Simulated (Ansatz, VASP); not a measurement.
## One calculation of In2O3, two programs

INCAR

```
ALGO = Normal
EDIFF = 1E-6
ENCUT = 520
GGA = PE
ISIF = 2
ISMEAR = -1
LASPH = T
LCHARG = F
LREAL = Auto
LWAVE = F
NBANDS = 104
NELM = 80
PREC = Accurate
SIGMA = 0.2585
```

File KPOINTS:

```
k-points
0
Gamma
  3 3 3
```

File POSCAR:

```
In2O3
1.0
    6.5491560000      0.0602710000     -0.0265460000
    0.0602710000      6.5253210000     -0.0478520000
   -0.0265460000     -0.0478520000      6.3657510000
In O
8 12
Direct
    0.1352351292      0.7606968407      0.1377992193
    0.6141589209      0.6825032692      0.1359271013
    0.3012157372      0.9242505603      0.6668372871
    0.2635962049      0.3887359049      0.7226291558
    0.3428037353      0.1929997633      0.1892698296
    0.6778375165      0.2567246446      0.4086916320
    0.8143665816      0.7905966588      0.6207583110
    0.7907764883      0.2367896044      0.8827068444
    0.3828072690      0.4301648463      0.3955420779
    0.3468036472      0.6444871514      0.8866251635
    0.5231317798      0.9106869938      0.3370772014
    0.8514226319      0.7525902968      0.9609149938
    0.4890839401      0.3403351559      0.9595455689
    0.0903072949      0.1413786258      0.5576076678
    0.8220536829      0.4428711520      0.2318689023
    0.5621373829      0.9817206289      0.7253575824
    0.6377197181      0.5364699799      0.6654026702
    0.0291949669      0.1403179066      0.2440752122
    0.0917743909      0.2290872802      0.9546334253
    0.1198975054      0.7271232770      0.4777786919
```

Input for Ansatz:

```yaml
crystal:
  lattice:
    - [6.549156, 0.060271, -0.026546]
    - [0.060271, 6.525321, -0.047852]
    - [-0.026546, -0.047852, 6.365751]
  atoms:
    - { symbol: In, position: [0.1352351292, 0.7606968407, 0.1377992193] }
    - { symbol: In, position: [0.6141589209, 0.6825032692, 0.1359271013] }
    - { symbol: In, position: [0.3012157372, 0.9242505603, 0.6668372871] }
    - { symbol: In, position: [0.2635962049, 0.3887359049, 0.7226291558] }
    - { symbol: In, position: [0.3428037353, 0.1929997633, 0.1892698296] }
    - { symbol: In, position: [0.6778375165, 0.2567246446, 0.408691632] }
    - { symbol: In, position: [0.8143665816, 0.7905966588, 0.620758311] }
    - { symbol: In, position: [0.7907764883, 0.2367896044, 0.8827068444] }
    - { symbol: O, position: [0.382807269, 0.4301648463, 0.3955420779] }
    - { symbol: O, position: [0.3468036472, 0.6444871514, 0.8866251635] }
    - { symbol: O, position: [0.5231317798, 0.9106869938, 0.3370772014] }
    - { symbol: O, position: [0.8514226319, 0.7525902968, 0.9609149938] }
    - { symbol: O, position: [0.4890839401, 0.3403351559, 0.9595455689] }
    - { symbol: O, position: [0.0903072949, 0.1413786258, 0.5576076678] }
    - { symbol: O, position: [0.8220536829, 0.442871152, 0.2318689023] }
    - { symbol: O, position: [0.5621373829, 0.9817206289, 0.7253575824] }
    - { symbol: O, position: [0.6377197181, 0.5364699799, 0.6654026702] }
    - { symbol: O, position: [0.0291949669, 0.1403179066, 0.2440752122] }
    - { symbol: O, position: [0.0917743909, 0.2290872802, 0.9546334253] }
    - { symbol: O, position: [0.1198975054, 0.727123277, 0.4777786919] }
basis:
  ecutwfc: 420
kpoints:
  mp_grid: { grid: [3, 3, 3] }
hamiltonian:
  xc: pbe
scf:
  occupations: { method: fermi_dirac, width: 0.2585 }
output:
  forces: true
  stress: true
  eigenvalues: true
  populations: true
  write_density: true
  write_potential: true
  elf: true
  volumetric_format: npy
```

Alike in both runs: task single point; functional PBE; k mesh 3 × 3 × 3; occupations fermi-dirac, width 0.2585 eV; no spin polarisation.

```csv
,VASP,Ansatz
version,VASP 6.6.1,Ansatz 0.2.0
potentials or method,"VASP PAW PBE potentials, release 64 (In_d, O), cutoff 520 eV","scalar-relativistic, plane waves, PAW"
valence electrons in the cell,176,176
```

```tsv
	VASP	Ansatz	Ansatz less VASP
rms of the force components (eV/Å)	1.872	1.872	-0.0007
```

Atom by atom the forces differ by 0.035 eV/Å (rms over components).
